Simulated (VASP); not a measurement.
The system is Al.

```
Al
1.0
     2.82708    0.00000    0.00000
    -1.41354    2.44832    0.00000
     0.00000    0.00000    9.18599
Al
4
Direct
  0.00000 0.00000 0.00000
  0.33333 0.66667 0.25000
  0.00000 0.00000 0.50000
  0.66667 0.33333 0.75000
```

Base run:

| Property | Result |
| --- | --- |
| Program | VASP 6.6.1 |
| Functional | LDA |
| Potentials or basis | VASP PAW LDA potentials, release 64 (Al) |
| Cutoff | 520 eV |
| k mesh | 10 × 10 × 3 |
| Occupations | fermi-dirac, width 0.15 eV |
| Spin | no spin polarisation |

Its results: band gap on the k mesh zero (band 6 reaches 12.22 eV, above the bottom of band 7 at 6.78 eV); pressure -0.1 GPa.

Problem. The run is repeated on the same cell with these changes: functional from LDA to PBEsol; potentials or basis from VASP PAW LDA potentials, release 64 (Al) to VASP PAW PBE potentials, release 64 (Al). What comes out?

Solution. Band gap on the k mesh zero (band 6 reaches 12.39 eV, above the bottom of band 7 at 6.96 eV); pressure 1.9 GPa.

Caveats: the PAW data sets were made with another functional, which shifts forces and pressure a little (some runs).
